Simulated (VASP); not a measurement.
Here is a VASP 6.6.1 calculation.

File POSCAR:

```
Zn
1.0
   -1.5300998059      1.5300998059      1.5300998059
    1.5300998059     -1.5300998059      1.5300998059
    1.5300998059      1.5300998059     -1.5300998059
Zn
1
Direct
    0.0000000000      0.0000000000      0.0000000000
```

The input INCAR.step1:

```
PREC = Accurate
ENCUT = 520
ISMEAR = -1
SIGMA = 0.1
LREAL = False
LASPH = True
NELM = 100
NBANDS = 12
GGA = PE
ALGO = Normal
EDIFF = 1E-4
LWAVE = True
LCHARG = False
```

Contents of INCAR.step2:

```
PREC = Accurate
ENCUT = 520
EDIFF = 1E-6
ISMEAR = -1
SIGMA = 0.1
LREAL = False
LASPH = True
NELM = 100
ALGO = Normal
ISIF = 2
LWAVE = False
LCHARG = True
METAGGA = R2SCAN
LMIXTAU = True
LELF = True
LVHAR = True
NBANDS = 12
ISTART = 1
```

Contents of KPOINTS:

```
regular mesh
0
Gamma
  7 7 7
```

Potentials or basis: VASP PAW PBE potentials, release 64 (Zn).

Run with:

```sh
$ cat potpaw_PBE.64/Zn/POTCAR > POTCAR
$ cp INCAR.step1 INCAR
$ mpirun -np 1 vasp_std > vasp.out
$ cp INCAR.step2 INCAR
$ mpirun -np 1 vasp_std > vasp.out
```

(1) Predict the band gap on the k mesh.

(2) Estimate the pressure.

Answers

(1) zero (band 6 reaches 5.96 eV, above the bottom of band 7 at 3.05 eV).

(2) 0.5 GPa.

Caveat: the k points lie up to 0.41 Å⁻¹ apart; the PAW data sets were made with another functional, which shifts forces and pressure a little.
